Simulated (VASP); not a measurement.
Write the native input for VASP 6.6.1 that does the following.

```yaml
Task: single point
Functional: PBE
Potentials_or_basis: VASP PAW PBE potentials, release 64 (Sc_sv)
Cutoff: 520 eV
k_mesh: 16 × 16 × 16
Occupations: fermi-dirac, width 0.08 eV
Spin: no spin polarisation
Dipole_correction: no
Further_INCAR_settings: ALGO = Normal; EDIFF = 1e-06; NBANDS = 12
```

The structure of Sc lies in POSCAR:

```
Sc
1.0
    0.0000000000      2.2160642329      2.2160642329
    2.2160642329      0.0000000000      2.2160642329
    2.2160642329      2.2160642329      0.0000000000
Sc
1
Direct
    0.0000000000      0.0000000000      0.0000000000
```

This isn't the form of Sc at room conditions, which is hcp.

The input as run:

INCAR

```
SYSTEM = Sc
PREC     = Accurate       ! precision mode
ENCUT    = 520            ! plane-wave cutoff, eV
EDIFF    = 1E-6           ! SCF threshold, eV
ISMEAR   = -1             ! smearing method
SIGMA    = 0.08           ! smearing width, eV
LREAL    = .False.        ! projectors in reciprocal space
LASPH    = .True.         ! aspherical terms in the spheres
NELM     = 60             ! most SCF steps
ALGO     = Normal         ! electronic algorithm
ISIF     = 2              ! what is computed and relaxed
LWAVE    = .False.        ! write WAVECAR
LCHARG   = .False.        ! write CHGCAR
GGA      = PE             ! functional
NBANDS   = 12             ! bands
```

KPOINTS

```
regular mesh
0
Gamma
  16 16 16
  0 0 0
```

Potentials or basis: VASP PAW PBE potentials, release 64 (Sc_sv).

Command:

```console
$ cat potpaw_PBE.64/Sc_sv/POTCAR > POTCAR
$ mpirun -np 1 vasp_std > vasp.out
```

Results of the run:

```
Pressure               : 8.0 GPa
Band gap on the k mesh : zero (an odd number of electrons rules out a gap without spin polarisation)
```

Caveat: the cell stands under pressure.

Wall time 9.2 s on 1 thread of Intel(R) Xeon(R) 6975P-C (Granite Rapids) (shared host), peak memory 0.15 GiB.
